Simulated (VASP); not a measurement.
# SnTe: single point with PBE

Crystal: SnTe.

```
Sn Te
1.0
     0.00000    3.18933    3.18933
     3.18933    0.00000    3.18933
     3.18933    3.18933    0.00000
Sn Te
1 1
Direct
  0.00000 0.00000 0.00000
  0.50000 0.50000 0.50000
```

* Program: VASP 6.6.1
* Task: single point
* Functional: PBE
* Potentials or basis: VASP PAW PBE potentials, release 64 (Sn_d, Te)
* Cutoff: 520 eV
* k mesh: 8 × 8 × 8
* Occupations: fermi-dirac, width 0.02 eV
* Spin: no spin polarisation

```json
{
 "Pressure": "0.6 GPa",
 "Band gap on the k mesh": "0.01 eV"
}
```

Levels at points of the mesh, in eV from the valence-band top:
| k point | band 8 | band 9 | band 10 | band 11 | band 12 | band 13 |
| --- | --- | --- | --- | --- | --- | --- |
| (0.00, 0.00, 0.00) | -2.07 | -2.07 | -2.07 | 3.25 | 3.25 | 3.25 |
| (0.50, 0.00, 0.00) | -1.74 | -1.74 | 0.00 | 0.01 | 0.40 | 0.40 |
| (0.50, 0.50, 0.00) | -5.35 | -3.59 | -3.59 | 2.29 | 4.72 | 4.72 |

It took 34 s on 1 thread of Intel(R) Xeon(R) Platinum 8259CL CPU @ 2.50GHz (Skylake/Cascade Lake), with other jobs on the host, peak memory 0.21 GiB.

Caveat: spin-orbit coupling is left out, which moves the levels of the heavy elements. A k mesh can miss the band edges.
